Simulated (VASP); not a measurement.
A run of VASP 6.6.1:

INCAR

```
SYSTEM = Sb2Se
ALGO = Normal
EDIFF = 1E-6
EDIFFG = -0.04
ENCUT = 600
GGA = PE
IBRION = 2
ISIF = 3
ISMEAR = 0
LASPH = .True.
LCHARG = .False.
LREAL = .False.
LWAVE = .False.
NELM = 100
NSW = 90
PREC = Accurate
SIGMA = 0.1
```

Contents of KPOINTS:

```
k-points
0
Gamma
  4 4 4
  0 0 0
```

Contents of POSCAR:

```
Sb2Se
1.0
    0.0000000000      3.4201201900      3.4201201900
    3.4201201900      0.0000000000      3.4201201900
    3.4201201900      3.4201201900      0.0000000000
Sb Se
2 1
Direct
    0.2500000000      0.2500000000      0.2500000000
    0.7500000000      0.7500000000      0.7500000000
    0.0000000000      0.0000000000      0.0000000000
```

Potentials or basis: VASP PAW PBE potentials, release 64 (Sb, Se).

The run is started by

```bash
$ cat potpaw_PBE.64/Sb/POTCAR potpaw_PBE.64/Se/POTCAR > POTCAR
$ mpirun -np 1 vasp_std > vasp.out
```

Hardware: 1 thread of Intel(R) Xeon(R) Platinum 8488C (Sapphire Rapids) (shared host).

Problem. How long does it take, and how much memory?

Solution. Run time: 25 s on 1 thread of Intel(R) Xeon(R) Platinum 8488C (Sapphire Rapids) (shared host), peak memory 0.24 GiB. Counts: scf iterations 25, k points 8, ion steps 3.
